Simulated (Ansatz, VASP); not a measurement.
# MgO in VASP and in Ansatz

File POSCAR:

```
MgO
1.0
    0.0000000000      2.0817769957      2.0817769957
    2.0817769957      0.0000000000      2.0817769957
    2.0817769957      2.0817769957      0.0000000000
Mg O
1 1
Direct
    0.0000000000      0.0000000000      0.0000000000
    0.5000000000      0.5000000000      0.5000000000
```

Contents of INCAR.step1:

```
PREC = Accurate ; ENCUT = 520
EDIFF = 1E-5 ; ISMEAR = 0
SIGMA = 0.01 ; LREAL = False
LASPH = True ; NELM = 60
ALGO = Normal ; ISIF = 2
LWAVE = True ; LCHARG = False
NBANDS = 11 ; GGA = PE
```

INCAR.step2

```
PREC = Accurate ; ENCUT = 520
EDIFF = 1E-7 ; ISMEAR = 0
SIGMA = 0.01 ; LREAL = False
LASPH = True ; NELM = 60
ALGO = Normal ; ISIF = 2
LWAVE = False ; LCHARG = False
GGA = PE ; LHFCALC = True
HFSCREEN = 0.2079 ; PRECFOCK = Normal
NBANDS = 11 ; ISTART = 1
```

KPOINTS

```
Automatic mesh
0
Gamma
  8 8 8
```

Input for Ansatz:

```yaml
crystal:
  lattice:
    - [0.0, 2.0817769957, 2.0817769957]
    - [2.0817769957, 0.0, 2.0817769957]
    - [2.0817769957, 2.0817769957, 0.0]
  atoms:
    - { symbol: Mg, position: [0.0, 0.0, 0.0] }
    - { symbol: O, position: [0.5, 0.5, 0.5] }
kpoints:
  mp_grid: { grid: [8, 8, 8] }
  band_path:
    path:
      - [0.0, 0.0, 0.0]
      - [0.5, 0.0, 0.5]
      - [0.625, 0.25, 0.625]
      - [0.375, 0.375, 0.75]
      - [0.5, 0.5, 0.5]
      - [0.5, 0.25, 0.75]
    npoints: 1
hamiltonian:
  xc: hse06
scf:
  occupations: { method: fixed }
  n_extra_bands: 4
output:
  forces: true
  stress: true
  eigenvalues: true
```

Change from the starting cell: hydrostatic strain -1.0%.

Alike in both runs: task single point; functional HSE06; k mesh 8 × 8 × 8; no spin polarisation.

|  | VASP | Ansatz |
| --- | --- | --- |
| version | VASP 6.6.1 | Ansatz 0.2.0 |
| potentials or method | VASP PAW PBE potentials, release 64 (Mg, O) | plane waves, PAW |
| plane-wave cutoff (eV) | 520 | 420 |
| occupations | gaussian, width 0.01 eV | fixed |
| valence electrons in the cell | 8 | 16 |

VASP gave:

- gap on the k mesh at the Fermi level (eV): 6.81
- pressure (GPa): 4.6

What did Ansatz give for the same quantities?

gap on the k mesh at the Fermi level (eV): 6.86; pressure (GPa): 4.8.

VASP's potentials hold 8 valence electrons a cell and Ansatz's 16, so a difference there can come from the potentials and not from the codes. Ansatz's warnings: stress exchange threshold loose, stress scf threshold loose.
